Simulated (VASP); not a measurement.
# TiC (I4/mmm) in VASP: single point with PBEsol

Aim: the single point of TiC with PBEsol.

Program: VASP 6.6.1. These are calculated values, not measurements. Logs are shortened: lines on timing, memory, paths and dates and some standing lists are left out, and cuts for length are marked.

## 1. The cell of the first run

It takes space group I4/mmm (No. 139, tetragonal). The conventional cell has a = 3.060 Å, b = 3.060 Å, c = 4.285 Å, α = 90.00°, β = 90.00°, γ = 90.00°. Ti (site symmetry 4/mmm) has 6 C at 2.14 to 2.16 Å within 2.8 Å. Within 2.8 Å of C (site symmetry 4/mmm) lie 6 Ti at 2.14 to 2.16 Å.

## 2. Single point, PBEsol (zz strain of -1 %)

Contents of INCAR:

```
PREC     = Accurate       # precision mode
ENCUT    = 520            # plane-wave cutoff, eV
EDIFF    = 1E-6           # SCF threshold, eV
ISMEAR   = -1             # smearing method
SIGMA    = 0.03           # smearing width, eV
LREAL    = F              # projectors in reciprocal space
LASPH    = T              # aspherical terms in the spheres
NELM     = 60             # most SCF steps
ALGO     = Normal         # electronic algorithm
ISIF     = 2              # what is computed and relaxed
LWAVE    = F              # write WAVECAR
LCHARG   = F              # write CHGCAR
GGA      = PS             # functional
NBANDS   = 15             # bands
```

Contents of KPOINTS:

```
Automatic mesh
0
Gamma
  14 14 14
```

Contents of POSCAR:

```
TiC
1.0
    0.0000000000      2.1640000000      2.1423600000
    2.1640000000      0.0000000000      2.1423600000
    2.1640000000      2.1640000000      0.0000000000
Ti C
1 1
Direct
    0.0000000000      0.0000000000      0.0000000000
    0.5000000000      0.5000000000      0.5000000000
```

Potentials or basis: VASP PAW PBE potentials, release 64 (Ti_sv, C).

Launch:

```bash
$ cat potpaw_PBE.64/Ti_sv/POTCAR potpaw_PBE.64/C/POTCAR > POTCAR
$ mpirun -np 1 vasp_std > vasp.out
```

OUTCAR:

```text
PREC = Accurate
   ENCUT = 520
   EDIFF = 1E-6
   ISMEAR = -1
   LREAL = F
   LASPH = T
   NELM = 60
   ISIF = 2
   GGA = PS

 ion  position               nearest neighbor table
   1  0.000  0.000  0.000-   2 2.14   2 2.14   2 2.16   2 2.16   2 2.16   2 2.16
   2  0.500  0.500  0.500-   1 2.14   1 2.14   1 2.16   1 2.16   1 2.16   1 2.16

  LATTYP: Found a body centered tetragonal cell.
 ALAT       =     3.0603581490
 C/A-ratio  =     1.4000714267

  Lattice vectors:

 A1 = (   0.0000000000,  -2.1640000000,  -2.1423600000)
 A2 = (   0.0000000000,   2.1640000000,  -2.1423600000)
 A3 = (   2.1640000000,   0.0000000000,   2.1423600000)

Analysis of symmetry for initial positions (statically):
=====================================================================
 Subroutine PRICEL returns:
 Original cell was already a primitive cell.

 Routine SETGRP: Setting up the symmetry group for a
 body centered tetragonal supercell.

 Subroutine GETGRP returns: Found 16 space group operations
 (whereof 16 operations were pure point group operations)
 out of a pool of 16 trial point group operations.

The static configuration has the point symmetry D_4h.

Analysis of symmetry for dynamics (positions and initial velocities):
=====================================================================
 Subroutine PRICEL returns:
 Original cell was already a primitive cell.

 Routine SETGRP: Setting up the symmetry group for a
 body centered tetragonal supercell.

 Subroutine GETGRP returns: Found 16 space group operations
 (whereof 16 operations were pure point group operations)
 out of a pool of 16 trial point group operations.

The dynamic configuration has the point symmetry D_4h.

 Subroutine INISYM returns: Found 16 space group operations
 (whereof 16 operations are pure point group operations),
 and found     1 'primitive' translations

----------------------------------------------------------------------------------------

                                     Primitive cell

  volume of cell :      20.0649

  direct lattice vectors                    reciprocal lattice vectors
     0.000000000  2.164000000  2.142360000    -0.231053604  0.231053604  0.233387479
     2.164000000  0.000000000  2.142360000     0.231053604 -0.231053604  0.233387479
     2.164000000  2.164000000  0.000000000     0.231053604  0.231053604 -0.233387479

  length of vectors
     3.045094805  3.045094805  3.060358149     0.401548567  0.401548567  0.401548567

  position of ions in fractional coordinates (direct lattice)
     0.000000000  0.000000000  0.000000000
     0.500000000  0.500000000  0.500000000

  ion indices of the primitive-cell ions
   primitive index   ion index
                 1           1
                 2           2

----------------------------------------------------------------------------------------

 KPOINTS: Automatic mesh

Automatic generation of k-mesh.
 Grid dimensions read from file:
 generate k-points for:   14   14   14

 Generating k-lattice:

  Cartesian coordinates                     Fractional coordinates (reciprocal lattice)
    -0.016503829  0.016503829  0.016670534     0.071428571  0.000000000  0.000000000
     0.016503829 -0.016503829  0.016670534     0.000000000  0.071428571  0.000000000
     0.016503829  0.016503829 -0.016670534     0.000000000  0.000000000  0.071428571

  Length of vectors
     0.028682041  0.028682041  0.028682041

  Shift w.r.t. Gamma in fractional coordinates (k-lattice)
     0.000000000  0.000000000  0.000000000

 Subroutine IBZKPT returns following result:
 ===========================================

 Found    244 irreducible k-points:

 Following reciprocal coordinates:
            Coordinates               Weight
  0.000000  0.000000  0.000000      1.000000
  0.071429  0.000000  0.000000      8.000000
  0.142857 -0.000000  0.000000      8.000000
  0.214286  0.000000  0.000000      8.000000
  0.285714 -0.000000  0.000000      8.000000
  0.357143  0.000000  0.000000      8.000000
[... 16 lines left out ...]
  0.214286  0.142857  0.000000      8.000000
  0.285714  0.142857  0.000000      8.000000
 [... further k-points ...]
   k-points           NKPTS =    244   k-points in BZ     NKDIM =    244   number of bands    NBANDS=     15
   number of dos      NEDOS =    301   number of ions     NIONS =      2
   total plane-waves  NPLWV =  13824
   dimension x,y,z NGX =    24 NGY =   24 NGZ =   24
   dimension x,y,z NGXF=    48 NGYF=   48 NGZF=   48
   ions per type =               1   1
   NGX,Y,Z   is equivalent  to a cutoff of  13.10, 13.10, 13.04 a.u.
   NGXF,Y,Z  is equivalent  to a cutoff of  26.21, 26.21, 26.07 a.u.
 SYSTEM =  unknown system
   PREC   = accura    normal or accurate (medium, high low for compatibility)
   ISTART =      0    job   : 0-new  1-cont  2-samecut
   ICHARG =      2    charge: 1-file 2-atom 10-const
   ISPIN  =      1    spin polarized calculation?
   LNONCOLLINEAR =      F non collinear calculations
   LSORBIT =      F    spin-orbit coupling
   LASPH  =      T    aspherical Exc in radial PAW
   ENCUT  =  520.0 eV  38.22 Ry    6.18 a.u.   5.66  5.66  5.69*2*pi/ulx,y,z
   NELM   =     60;   NELMIN=  2; NELMDL= -5     # of ELM steps
   EDIFF  = 0.1E-05   stopping-criterion for ELM
   LREAL  =      F    real-space projection
[... 7 lines left out ...]
   TEBEG  =    0.0;   TEEND  =   0.0 temperature during run
   PSTRESS=    0.0 pullay stress
   NELECT =      16.0000    total number of electrons
   NUPDOWN=      -1.0000    fix difference up-down
   EMIN   =  10.00;   EMAX   =-10.00  energy-range for DOS
   EFERMI =   0.00;   METHOD = LEGACY
   ISMEAR =    -1;   SIGMA  =   0.03  broadening in eV -4-tet -1-fermi 0-gaus
   EFERMI_NEDOS =   21; number of points for ismear=-14 and -15
   IALGO  =     38    algorithm
   IMIX   =      4    mixing-type and parameters
     AMIX     =   0.40;   BMIX     =  1.00
     AMIX_MAG =   1.60;   BMIX_MAG =  1.00
  volume/ion in A,a.u.               =      10.03        67.70
  Fermi-wavevector in a.u.,A,eV,Ry     =   1.518107  2.868807 31.356669  2.304650
  Thomas-Fermi vector in A             =   2.627273
   LORBIT       =      0    0 simple, 1 ext, 2 COOP (PROOUT), +10 PAW based schemes
   GGA     = PS    functional components
   LHFCALC =     F    Hartree Fock is set to
   AEXX    =    0.0000 exact exchange contribution
   IVDW    =     0    specifies the selected vdW correction
   LEPSILON=     F    determine dielectric tensor
   LRPA    =     F    only Hartree local field effects (RPA)
 non-spin polarized calculation
  energy-cutoff  :      520.00
  volume of cell :       20.06
 maximum number of plane-waves:       552
   NGX = 11   NGY = 11   NGZ = 11

 number of electron      16.0000002 magnetization

 Free energy of the ion-electron system (eV)
  ---------------------------------------------------
  ext. energy  EPLUGINS =         0.00000000
  ---------------------------------------------------
  free energy    TOTEN  =       -19.79793713 eV

  energy without entropy =      -19.79703122  energy(sigma->0) =      -19.79748417

 E-fermi :   9.4422     XC(G=0): -12.9243

 val. band max:        9.4171608304   @ k =   0.0714   0.0714   0.0000
 cond. band min:       9.4494030432   @ k =   0.4286   0.3571   0.0000
 fundamental gap:      0.0322422128
 Fermi energy:         9.4421968676

 k-point     1 :       0.0000    0.0000    0.0000
  band No.  band energies     occupation
      1     -46.8452      2.00000
      2     -22.9694      2.00000
      3     -22.9694      2.00000
      4     -22.9569      2.00000
      5      -2.9772      2.00000
      6      10.0912      0.00000
      7      10.0912      0.00000
      8      10.1671      0.00000
      9      11.1557      0.00000
     10      11.1557      0.00000
     11      11.1627      0.00000
     12      11.1954      0.00000
     13      11.2363      0.00000
     14      20.1113      0.00000
     15      23.4249      0.00000

 k-point     2 :       0.0714    0.0000    0.0000
  band No.  band energies     occupation
      1     -46.8413      2.00000
      2     -22.9936      2.00000
      3     -22.9721      2.00000
      4     -22.9624      2.00000
      5      -2.8590      2.00000
      6       9.5650      0.03279
      7       9.8067      0.00001
      8       9.8632      0.00000
      9      10.4487      0.00000
     10      10.4770      0.00000
     11      11.4527      0.00000
     12      12.3278      0.00000
     13      12.3936      0.00000
     14      20.3157      0.00000
     15      23.4854      0.00000

 k-point     3 :       0.1429   -0.0000    0.0000
  band No.  band energies     occupation
      1     -46.8304      2.00000
      2     -23.0689      2.00000
      3     -22.9798      2.00000
      4     -22.9698      2.00000
      5      -2.5143      2.00000
      6       8.5092      2.00000
      7       8.9106      2.00000
      8       8.9536      2.00000
      9      10.6106      0.00000
     10      10.6341      0.00000
     11      11.8187      0.00000
     12      13.5619      0.00000
     13      13.6418      0.00000
     14      20.7664      0.00000
     15      23.5321      0.00000
[... 343 lines left out ...]
 k-point    23 :       0.2143    0.1429    0.0000
  band No.  band energies     occupation
      1     -46.8130      2.00000
      2     -23.1262      2.00000
      3     -23.0210      2.00000
      4     -23.0115      2.00000
      5      -2.0005      2.00000
      6       6.9976      2.00000
      7       8.5877      2.00000
      8       8.8926      2.00000
      9       9.8239      0.00001
     10      11.4580      0.00000
     11      12.7568      0.00000
     12      13.1608      0.00000
     13      15.0923      0.00000
     14      21.7355      0.00000
     15      23.7181      0.00000

 k-point    24 :       0.2857    0.1429    0.0000
  band No.  band energies     occupation
      1     -46.7975      2.00000
      2     -23.2259      2.00000
      3     -23.0364      2.00000
      4     -23.0199      2.00000
      5      -1.4707      2.00000
      6       6.2440      2.00000
      7       7.7476      2.00000
      8       8.2821      2.00000
      9      10.2394      0.00000
     10      11.7813      0.00000
     11      12.9564      0.00000
     12      14.0619      0.00000
     13      15.9762      0.00000
     14      21.7208      0.00000
     15      23.7821      0.00000

 [... further k-points ...]

------------------------ aborting loop because EDIFF is reached ----------------------------------------

  FORCE on cell =-STRESS in cart. coord.  units (eV):
  Direction    XX          YY          ZZ          XY          YZ          ZX
  --------------------------------------------------------------------------------------
  -------------------------------------------------------------------------------------
  Total       -0.5914508     -0.5914508     -0.0823973      0.0000000     -0.0000000      0.0000000
  in kB      -47.2272045    -47.2272045     -6.5794038      0.0000000     -0.0000000      0.0000000
  external PRESSURE =     -33.6779376 kB  Pullay stress =       0.0000000 kB

 VOLUME and BASIS-vectors are now :
 -----------------------------------------------------------------------------
  energy-cutoff  :      520.00
  volume of cell :       20.06
      direct lattice vectors                 reciprocal lattice vectors
     0.000000000  2.164000000  2.142360000    -0.231053604  0.231053604  0.233387479
     2.164000000  0.000000000  2.142360000     0.231053604 -0.231053604  0.233387479
     2.164000000  2.164000000  0.000000000     0.231053604  0.231053604 -0.233387479

 POSITION                                       TOTAL-FORCE (eV/Angst)
 -----------------------------------------------------------------------------------
      0.00000      0.00000      0.00000         0.000000     -0.000000     -0.000000
      2.16400      2.16400      2.14236        -0.000000      0.000000      0.000000
 -----------------------------------------------------------------------------------
    total drift:                                0.000000     -0.000000     -0.000000

  FREE ENERGIE OF THE ION-ELECTRON SYSTEM (eV)
  ---------------------------------------------------
  free  energy   TOTEN  =       -19.7979371309 eV

  energy  without entropy=      -19.7970312174  energy(sigma->0) =      -19.79748417
```

It took 96 s on 1 thread of Intel Xeon 8259CL, shared host; peak memory 0.2 GiB.

Results:

```
Free energy            : -19.7979 eV
Pressure               : -3.4 GPa
Band gap on the k mesh : zero (bands 8 and 9 overlap by 1.19 eV)
```

Levels at points of the mesh, in eV from the Fermi level:
```csv
k point,band 4,band 5,band 6,band 7,band 8,band 9,band 10,band 11,band 12,band 13
"(0.00, 0.00, 0.00)",-32.40,-12.42,0.65,0.65,0.72,1.71,1.71,1.72,1.75,1.79
"(0.50, 0.00, 0.00)",-32.45,-8.83,-5.93,-2.94,-2.92,2.95,3.00,4.19,8.23,8.27
"(0.50, 0.50, 0.00)",-32.60,-10.09,-3.37,-1.71,-0.06,-0.06,2.79,3.60,3.60,6.05
"(0.50, 0.00, 0.50)",-32.58,-10.11,-3.48,-1.70,0.02,0.02,2.78,3.56,3.62,5.95
```

Caveat: the cell differs from its parent crystal (zz strain of -1 %); the cell stands under tension; the PAW data sets were made with another functional, which shifts forces and pressure a little.
